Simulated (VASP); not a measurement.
Write the native input for VASP 6.6.1 that does the following.

* Task: single point
* Functional: LDA
* Potentials or basis: VASP PAW LDA potentials, release 64 (Rb_sv)
* Cutoff: 520 eV
* k mesh: 12 × 12 × 12
* Occupations: fermi-dirac, width 0.08 eV
* Spin: no spin polarisation
* Dipole correction: no
* Further INCAR settings: ALGO = Normal; EDIFF = 1e-06; NBANDS = 10

The structure of Rb lies in POSCAR:

```
Rb
1.0
   -2.2772336151      2.2772336151      2.2772336151
    2.2772336151     -2.2772336151      2.2772336151
    2.2772336151      2.2772336151     -2.2772336151
Rb
1
Direct
    0.0000000000      0.0000000000      0.0000000000
```

The input as run:

INCAR

```
ALGO = Normal
EDIFF = 1E-6
ENCUT = 520
GGA = CA
ISIF = 2
ISMEAR = -1
LASPH = T
LCHARG = F
LREAL = F
LWAVE = F
NBANDS = 10
NELM = 80
PREC = Accurate
SIGMA = 0.08
```

KPOINTS

```
k-points
0
Gamma
  12 12 12
```

Potentials or basis: VASP PAW LDA potentials, release 64 (Rb_sv).

The run is started by

```bash
$ cat potpaw_LDA.64/Rb_sv/POTCAR > POTCAR
$ mpirun -np 1 vasp_std > vasp.out
```

It gave:

The pressure is 4.2 GPa. The band gap on the k mesh is zero (an odd number of electrons rules out a gap without spin polarisation).

Caveat: the cell stands under pressure.

Run time: 25 s on 1 thread of AMD EPYC 7R43 64-Core Processor (Zen 3), on a shared host, peak memory 0.13 GiB.
